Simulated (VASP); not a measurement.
# Ta (Im-3m) in VASP: notebook, part 2 of 2

VASP 6.6.1.

### 3 Single point, PBEsol (volume scaled by 1.06)

File INCAR:

```
ALGO = Normal
EDIFF = 1E-7
ENCUT = 520
GGA = PS
ISIF = 2
ISMEAR = -1
LASPH = True
LCHARG = True
LELF = True
LREAL = False
LVHAR = True
LWAVE = False
NBANDS = 12
NELM = 80
PREC = Accurate
SIGMA = 0.08
```

File KPOINTS:

```
k-points
0
Gamma
  17 17 17
```

File POSCAR:

```
Ta
1.0
   -1.6836662614      1.6836662614      1.6836662614
    1.6836662614     -1.6836662614      1.6836662614
    1.6836662614      1.6836662614     -1.6836662614
Ta
1
Direct
    0.0000000000      0.0000000000      0.0000000000
```

Potentials or basis: VASP PAW PBE potentials, release 64 (Ta_pv).

Command:

```
> cat potpaw_PBE.64/Ta_pv/POTCAR > POTCAR
> mpirun -np 1 vasp_std > vasp.out
```

OUTCAR:

```text
EDIFF = 1E-7
   ENCUT = 520
   GGA = PS
   ISIF = 2
   ISMEAR = -1
   LASPH = True
   LREAL = False
   NELM = 80
   PREC = Accurate

 ion  position               nearest neighbor table
   1  0.000  0.000  0.000-

  LATTYP: Found a body centered cubic cell.
 ALAT       =     3.3673325228

  Lattice vectors:

 A1 = (  -1.6836662614,   1.6836662614,   1.6836662614)
 A2 = (   1.6836662614,  -1.6836662614,   1.6836662614)
 A3 = (   1.6836662614,   1.6836662614,  -1.6836662614)

Analysis of symmetry for initial positions (statically):
=====================================================================
 Subroutine PRICEL returns:
 Original cell was already a primitive cell.

 Routine SETGRP: Setting up the symmetry group for a
 body centered cubic supercell.

 Subroutine GETGRP returns: Found 48 space group operations
 (whereof 48 operations were pure point group operations)
 out of a pool of 48 trial point group operations.

The static configuration has the point symmetry O_h .

Analysis of symmetry for dynamics (positions and initial velocities):
=====================================================================
 Subroutine PRICEL returns:
 Original cell was already a primitive cell.

 Routine SETGRP: Setting up the symmetry group for a
 body centered cubic supercell.

 Subroutine GETGRP returns: Found 48 space group operations
 (whereof 48 operations were pure point group operations)
 out of a pool of 48 trial point group operations.

The dynamic configuration has the point symmetry O_h .

 Subroutine INISYM returns: Found 48 space group operations
 (whereof 48 operations are pure point group operations),
 and found     1 'primitive' translations

----------------------------------------------------------------------------------------

                                     Primitive cell

  volume of cell :      19.0910

  direct lattice vectors                    reciprocal lattice vectors
    -1.683666261  1.683666261  1.683666261     0.000000000  0.296970968  0.296970968
     1.683666261 -1.683666261  1.683666261     0.296970968  0.000000000  0.296970968
     1.683666261  1.683666261 -1.683666261     0.296970968  0.296970968  0.000000000

  length of vectors
     2.916195508  2.916195508  2.916195508     0.419980371  0.419980371  0.419980371

  position of ions in fractional coordinates (direct lattice)
     0.000000000  0.000000000  0.000000000

  ion indices of the primitive-cell ions
   primitive index   ion index
                 1           1

----------------------------------------------------------------------------------------

 KPOINTS: k-points

Automatic generation of k-mesh.
 Grid dimensions read from file:
 generate k-points for:   17   17   17

 Generating k-lattice:

  Cartesian coordinates                     Fractional coordinates (reciprocal lattice)
     0.000000000  0.017468880  0.017468880     0.058823529  0.000000000  0.000000000
     0.017468880  0.000000000  0.017468880     0.000000000  0.058823529  0.000000000
     0.017468880  0.017468880  0.000000000     0.000000000  0.000000000  0.058823529

  Length of vectors
     0.024704728  0.024704728  0.024704728

  Shift w.r.t. Gamma in fractional coordinates (k-lattice)
     0.000000000  0.000000000  0.000000000

 Subroutine IBZKPT returns following result:
 ===========================================

 Found    165 irreducible k-points:

 Following reciprocal coordinates:
            Coordinates               Weight
  0.000000  0.000000  0.000000      1.000000
  0.058824  0.000000  0.000000     12.000000
  0.117647  0.000000  0.000000     12.000000
  0.176471  0.000000  0.000000     12.000000
  0.235294  0.000000  0.000000     12.000000
  0.294118  0.000000  0.000000     12.000000
[... 16 lines left out ...]
  0.411765  0.117647  0.000000     48.000000
  0.176471  0.176471  0.000000     24.000000
 [... further k-points ...]
   k-points           NKPTS =    165   k-points in BZ     NKDIM =    165   number of bands    NBANDS=     12
   number of dos      NEDOS =    301   number of ions     NIONS =      1
   total plane-waves  NPLWV =  13824
   dimension x,y,z NGX =    24 NGY =   24 NGZ =   24
   dimension x,y,z NGXF=    48 NGYF=   48 NGZF=   48
   ions per type =               1
   NGX,Y,Z   is equivalent  to a cutoff of  13.68, 13.68, 13.68 a.u.
   NGXF,Y,Z  is equivalent  to a cutoff of  27.36, 27.36, 27.36 a.u.
 SYSTEM =  unknown system
   PREC   = accura    normal or accurate (medium, high low for compatibility)
   ISTART =      0    job   : 0-new  1-cont  2-samecut
   ICHARG =      2    charge: 1-file 2-atom 10-const
   ISPIN  =      1    spin polarized calculation?
   LNONCOLLINEAR =      F non collinear calculations
   LSORBIT =      F    spin-orbit coupling
   LASPH  =      T    aspherical Exc in radial PAW
   ENCUT  =  520.0 eV  38.22 Ry    6.18 a.u.   5.42  5.42  5.42*2*pi/ulx,y,z
   NELM   =     80;   NELMIN=  2; NELMDL= -5     # of ELM steps
   EDIFF  = 0.1E-06   stopping-criterion for ELM
   LREAL  =      F    real-space projection
   EDIFFG = 0.1E-05   stopping-criterion for IOM
   NSW    =      0    number of steps for IOM
   IBRION =     -1    ionic relax: 0-MD 1-quasi-New 2-CG
   NFREE  =      0    steps in history (QN), initial steepest desc. (CG)
   ISIF   =      2    stress and relaxation
   ISYM   =      2    0-nonsym 1-usesym 2-fastsym
   POTIM  = 0.5000    time-step for ionic-motion
   TEBEG  =    0.0;   TEEND  =   0.0 temperature during run
   PSTRESS=    0.0 pullay stress
   NELECT =      11.0000    total number of electrons
   NUPDOWN=      -1.0000    fix difference up-down
   EMIN   =  10.00;   EMAX   =-10.00  energy-range for DOS
   EFERMI =   0.00;   METHOD = LEGACY
   ISMEAR =    -1;   SIGMA  =   0.08  broadening in eV -4-tet -1-fermi 0-gaus
   EFERMI_NEDOS =   21; number of points for ismear=-14 and -15
   IALGO  =     38    algorithm
   IMIX   =      4    mixing-type and parameters
     AMIX     =   0.40;   BMIX     =  1.00
     AMIX_MAG =   1.60;   BMIX_MAG =  1.00
  volume/ion in A,a.u.               =      19.09       128.83
  Fermi-wavevector in a.u.,A,eV,Ry     =   1.362270  2.574316 25.249397  1.855778
  Thomas-Fermi vector in A             =   2.488774
   LORBIT       =      0    0 simple, 1 ext, 2 COOP (PROOUT), +10 PAW based schemes
   GGA     = PS    functional components
   LHFCALC =     F    Hartree Fock is set to
   AEXX    =    0.0000 exact exchange contribution
   IVDW    =     0    specifies the selected vdW correction
   LEPSILON=     F    determine dielectric tensor
   LRPA    =     F    only Hartree local field effects (RPA)
 non-spin polarized calculation
  energy-cutoff  :      520.00
  volume of cell :       19.09
 maximum number of plane-waves:       533
 NGX is ok and might be reduce to    24
   NGX = 11   NGY = 11   NGZ = 11

 number of electron      10.9999998 magnetization

 Free energy of the ion-electron system (eV)
  ---------------------------------------------------
  ext. energy  EPLUGINS =         0.00000000
  ---------------------------------------------------
  free energy    TOTEN  =       -12.50181660 eV

  energy without entropy =      -12.47230402  energy(sigma->0) =      -12.48706031

 E-fermi :   4.8730     XC(G=0): -12.4332

 val. band max:        4.8706797605   @ k =   0.1176   0.1176   0.0000
 cond. band min:       4.8765353520   @ k =  -0.2353   0.2353   0.0588
 fundamental gap:      0.0058555916
 Fermi energy:         4.8729991708

 k-point     1 :       0.0000    0.0000    0.0000
  band No.  band energies     occupation
      1     -28.3949      2.00000
      2     -28.3949      2.00000
      3     -28.3949      2.00000
      4      -2.8383      2.00000
      5       5.5775      0.00030
      6       5.5775      0.00030
      7       5.5775      0.00030
      8       8.6430      0.00000
      9       8.6430      0.00000
     10      19.3181      0.00000
     11      19.6301      0.00000
     12      19.6301      0.00000

 k-point     2 :       0.0588    0.0000    0.0000
  band No.  band energies     occupation
      1     -28.4303      2.00000
      2     -28.4060      2.00000
      3     -28.3951      2.00000
      4      -2.6936      2.00000
      5       5.4848      0.00095
      6       5.5514      0.00042
      7       5.7182      0.00005
      8       8.4947      0.00000
      9       8.6440      0.00000
     10      19.3177      0.00000
     11      19.7573      0.00000
     12      19.8846      0.00000
[... 316 lines left out ...]
 k-point    24 :       0.1765    0.1765    0.0000
  band No.  band energies     occupation
      1     -29.0222      2.00000
      2     -28.6036      2.00000
      3     -28.4594      2.00000
      4       0.2715      2.00000
      5       4.1028      1.99987
      6       4.3414      1.99740
      7       7.7531      0.00000
      8       9.2448      0.00000
      9       9.3905      0.00000
     10      18.8267      0.00000
     11      19.3492      0.00000
     12      20.9584      0.00000

 [... further k-points ...]
[... 5 lines left out ...]
  --------------------------------------------------------------------------------------
  -------------------------------------------------------------------------------------
  Total       -1.6437839     -1.6437839     -1.6437839     -0.0000000      0.0000000      0.0000000
  in kB     -137.9517737   -137.9517737   -137.9517737     -0.0000000      0.0000000      0.0000000
  external PRESSURE =    -137.9517737 kB  Pullay stress =       0.0000000 kB

 VOLUME and BASIS-vectors are now :
 -----------------------------------------------------------------------------
  energy-cutoff  :      520.00
  volume of cell :       19.09
      direct lattice vectors                 reciprocal lattice vectors
    -1.683666261  1.683666261  1.683666261     0.000000000  0.296970968  0.296970968
     1.683666261 -1.683666261  1.683666261     0.296970968  0.000000000  0.296970968
     1.683666261  1.683666261 -1.683666261     0.296970968  0.296970968  0.000000000

 POSITION                                       TOTAL-FORCE (eV/Angst)
 -----------------------------------------------------------------------------------
      0.00000      0.00000      0.00000        -0.000000      0.000000      0.000000
 -----------------------------------------------------------------------------------
    total drift:                                0.000000      0.000000      0.000000

  FREE ENERGIE OF THE ION-ELECTRON SYSTEM (eV)
  ---------------------------------------------------
  free  energy   TOTEN  =       -12.5018166050 eV

  energy  without entropy=      -12.4723040215  energy(sigma->0) =      -12.48706031
```

OSZICAR:

```text
N       E                     dE             d eps       ncg     rms          rms(c)
DAV:   1     0.597390562955E+02    0.59739E+02   -0.59675E+03  3972   0.857E+02
DAV:   2    -0.120468664174E+02   -0.71786E+02   -0.69949E+02  4396   0.244E+02
DAV:   3    -0.130638054972E+02   -0.10169E+01   -0.10050E+01  4748   0.274E+01
DAV:   4    -0.130667705133E+02   -0.29650E-02   -0.29647E-02  4408   0.162E+00
DAV:   5    -0.130667822924E+02   -0.11779E-04   -0.11778E-04  4780   0.964E-02    0.124E+01
DAV:   6    -0.126262564972E+02    0.44053E+00   -0.35513E-01  4724   0.626E+00    0.580E+00
DAV:   7    -0.125033365801E+02    0.12292E+00   -0.28869E-01  4576   0.515E+00    0.362E-01
DAV:   8    -0.125018729487E+02    0.14636E-02   -0.85534E-03  4460   0.771E-01    0.142E-01
DAV:   9    -0.125018204099E+02    0.52539E-04   -0.18845E-04  4572   0.135E-01    0.227E-02
DAV:  10    -0.125018165214E+02    0.38885E-05   -0.43404E-06  4432   0.217E-02    0.282E-03
DAV:  11    -0.125018166050E+02   -0.83526E-07   -0.23690E-07  4448   0.536E-03
   1 F= -.12501817E+02 E0= -.12487060E+02  d E =-.295126E-01
```

Run time: 39 s. Hardware: 1 thread of Intel Xeon 8259CL, shared host; peak memory 0.17 GiB.

What came out:

```yaml
Free_energy: -12.5018 eV
Pressure: -13.8 GPa
```

Caveat: the PAW data sets were made with another functional, which shifts forces and pressure a little; spin-orbit coupling is left out, which moves the levels of the heavy elements.
